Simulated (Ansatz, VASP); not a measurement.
Two plane-wave programs on MgS

The input INCAR:

```
SYSTEM = MgS
  PREC = Accurate
  ENCUT = 600
  EDIFF = 1E-6
  ISMEAR = -1
  SIGMA = 0.025
  LREAL = .False.
  LASPH = .True.
  NELM = 120
  ALGO = Normal
  ISIF = 2
  LWAVE = .False.
  LCHARG = .False.
  GGA = VW
  NBANDS = 11
  GGA_COMPAT = .False.
```

KPOINTS

```
regular mesh
0
Gamma
  8 8 8
  0 0 0
```

Contents of POSCAR:

```
MgS
1.0
    0.0000000000      2.8331200450      2.8331200450
    2.8331200450      0.0000000000      2.8331200450
    2.8331200450      2.8331200450      0.0000000000
S Mg
1 1
Direct
    0.7500000000      0.7500000000      0.7500000000
    0.0000000000      0.0000000000      0.0000000000
```

input.yaml

```yaml
crystal:
  lattice: { a: 5.66624009, b: 5.66624009, c: 5.66624009, alpha: 90.0, beta: 90.0, gamma: 90.0 }
  space_group: 216
  reduce_to_primitive: true
  atoms:
    - { symbol: S, wyckoff: "4d", position: [0.25, 0.25, 0.75] }
    - { symbol: Mg, wyckoff: "4a", position: [0.0, 0.0, 0.0] }
hamiltonian:
  xc: { exchange: slater, correlation: vwn5 }
  pseudopotentials: { kind: paw, xc_functional: lda, accuracy: standard }
kpoints:
  mp_grid: { grid: [8, 8, 8] }
scf:
  occupations: { method: fermi_dirac, width: 0.025 }
output:
  forces: true
  stress: true
  eigenvalues: true
```

Alike in both runs: task single point; functional SVWN5; k mesh 8 × 8 × 8; occupations fermi-dirac, width 0.025 eV; no spin polarisation.

|  | VASP | Ansatz |
| --- | --- | --- |
| version | VASP 6.6.1 | Ansatz 0.2.0 |
| potentials or method | VASP PAW PBE potentials, release 64 (S, Mg) | JTH PAW LDA |
| plane-wave cutoff (eV) | 600 | 870 |
| valence electrons in the cell | 8 | 16 |

|  | VASP | Ansatz | Ansatz less VASP |
| --- | --- | --- | --- |
| gap on the k mesh at the Fermi level (eV) | 3.18 | 3.17 | -0.012 |
| least direct gap on the mesh (eV) | 3.18 | 3.17 | -0.012 |
| pressure (GPa) | -2.1 | -2.1 | +0.04 |

VASP's potentials were made for PBE, not for SVWN5. VASP's potentials hold 8 valence electrons a cell and Ansatz's 16, so a difference there can come from the potentials and not from the codes.
